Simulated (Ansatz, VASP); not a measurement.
**Al2P in VASP and in Ansatz**

The input INCAR:

```
SYSTEM = Al2P
  ALGO = Normal
  EDIFF = 1E-7
  ENCUT = 520
  GGA = PE
  ISIF = 2
  ISMEAR = 0
  LASPH = .True.
  LCHARG = .True.
  LELF = .True.
  LREAL = .False.
  LVHAR = .True.
  LWAVE = .False.
  NBANDS = 12
  NELM = 100
  PREC = Accurate
  SIGMA = 0.1
```

KPOINTS

```
k-points
0
Gamma
  6 4 4
  0 0 0
```

File POSCAR:

```
Al2P
1.0
    2.7676006200      0.0000000000      0.0000000000
    0.0000000000      3.8838369900      0.0000000000
    0.0000000000      0.0000000000      5.8182891100
Al P
2 1
Direct
    0.5000000000      0.0000000000      0.1971823000
    0.5000000000      0.0000000000      0.8028177000
    0.5000000000      0.5000000000      0.5000000000
```

Input for Ansatz:

```yaml
crystal:
  lattice:
    - [2.76760062, 0.0, 0.0]
    - [0.0, 3.88383699, 0.0]
    - [0.0, 0.0, 5.81828911]
  atoms:
    - { symbol: Al, position: [0.5, 0.0, 0.1971823] }
    - { symbol: Al, position: [0.5, 0.0, 0.8028177] }
    - { symbol: P, position: [0.5, 0.5, 0.5] }
basis:
  ecutwfc: 420
kpoints:
  mp_grid: { grid: [6, 4, 4] }
hamiltonian:
  xc: pbe
scf:
  occupations: { method: gaussian, width: 0.1 }
  lower_state_search: "off"
output:
  forces: true
  stress: true
  eigenvalues: true
```

Alike in both runs: task single point; functional PBE; k mesh 6 × 4 × 4; occupations gaussian, width 0.1 eV; no spin polarisation.

```csv
,VASP,Ansatz
version,VASP 6.6.1,Ansatz 0.2.0
potentials or method,"VASP PAW PBE potentials, release 64 (Al, P), cutoff 520 eV","scalar-relativistic, plane waves, PAW"
valence electrons in the cell,11,11
```

```csv
,VASP,Ansatz,Ansatz less VASP
gap on the k mesh at the Fermi level (eV),none,none,-
pressure (GPa),-0.3,-0.2,+0.04
"traceless stress, the component that is largest in VASP (GPa)",12.64,12.64,+0.002
rms of the force components (eV/Å),1.519,1.518,-0.0003
```

Atom by atom the forces differ by 0.000 eV/Å (rms over components). A gap of «none» marks a metal or a gap that the smearing closes.

The k mesh is coarse, so the values compare programs but aren't converged.
